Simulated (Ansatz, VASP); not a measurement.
# InP: VASP beside Ansatz

INCAR

```
PREC = Accurate
ENCUT = 500
EDIFF = 1E-7
ISMEAR = 0
SIGMA = 0.02
LREAL = F
LASPH = T
NELM = 120
ALGO = Normal
ISIF = 3
LWAVE = F
LCHARG = F
GGA = PE
IBRION = 2
NSW = 100
EDIFFG = -0.002
GGA_COMPAT = F
NELMIN = 4
```

File KPOINTS:

```
Automatic mesh
0
Gamma
  10 10 10
```

POSCAR

```
InP
1.0
    0.0000000000      2.9796918983      2.9796918983
    2.9796918983      0.0000000000      2.9796918983
    2.9796918983      2.9796918983      0.0000000000
In P
1 1
Direct
    0.0000000000      0.0000000000      0.0000000000
    0.2500000000      0.2500000000      0.2500000000
```

Input for Ansatz:

```yaml
crystal:
  lattice:
    - [0.0, 2.9796918983, 2.9796918983]
    - [2.9796918983, 0.0, 2.9796918983]
    - [2.9796918983, 2.9796918983, 0.0]
  atoms:
    - { symbol: In, position: [0.0, 0.0, 0.0] }
    - { symbol: P, position: [0.25, 0.25, 0.25] }
basis:
  ecutwfc: 420
kpoints:
  mp_grid: { grid: [10, 10, 10] }
hamiltonian:
  xc: pbe
  pseudopotentials: { kind: paw, azcp: { folder: soft_1 } }
scf:
  occupations: { method: gaussian, width: 0.02 }
output:
  forces: true
  stress: true
  eigenvalues: true
  write_density: true
  write_potential: true
  elf: true
  volumetric_format: npy
relax:
  adjacent_minimum: "off"
  f_tol: 0.002
  max_steps: 80
  cell: { stress_tol: 0.02 }
```

Alike in both runs: task relaxation of cell and atoms; functional PBE; k mesh 10 × 10 × 10; occupations gaussian, width 0.02 eV; no spin polarisation.

|  | VASP | Ansatz |
| --- | --- | --- |
| version | VASP 6.6.1 | Ansatz 0.2.0 |
| potentials or method | VASP PAW PBE potentials, release 64 (In_d, P), cutoff 500 eV | scalar-relativistic, plane waves, PAW |
| valence electrons in the cell | 18 | 18 |

```csv
,VASP,Ansatz,Ansatz less VASP
"gap on the k mesh at the Fermi level, each at its own relaxed structure (eV)",0.44,0.44,-0.002
relaxed volume (Å³/atom),26.44,26.46,+0.019
relaxed cell length with the largest relative difference (Å),4.213,4.214,+0.0010
```
